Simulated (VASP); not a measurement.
A run of VASP 6.6.1 is set up as follows.

Contents of INCAR:

```
ALGO = Normal
EDIFF = 1E-7
ENCUT = 520
GGA = PS
ISIF = 2
ISMEAR = 0
LASPH = T
LCHARG = F
LREAL = F
LWAVE = F
NBANDS = 10
NELM = 80
PREC = Accurate
SIGMA = 0.05
```

The input KPOINTS:

```
k-points
0
Gamma
  8 8 5
```

File POSCAR:

```
Al
1.0
    2.8251876371      0.0000000000      0.0000000000
   -1.4125938186      2.4466842642      0.0000000000
    0.0000000000      0.0000000000      4.6918461338
Al
2
Direct
    0.3333333333      0.6666666667      0.2500000000
    0.6666666667      0.3333333333      0.7500000000
```

Potentials or basis: VASP PAW PBE potentials, release 64 (Al).

Command:

```sh
$ cat potpaw_PBE.64/Al/POTCAR > POTCAR
$ mpirun -np 1 vasp_std > vasp.out
```

Q: What does it give for the pressure?

A: 0.1 GPa.

Q: What does it give for the band gap on the k mesh?

A: Zero (band 3 reaches 10.58 eV, above the bottom of band 4 at 5.40 eV).

Caveat: the PAW data sets were made with another functional, which shifts forces and pressure a little.
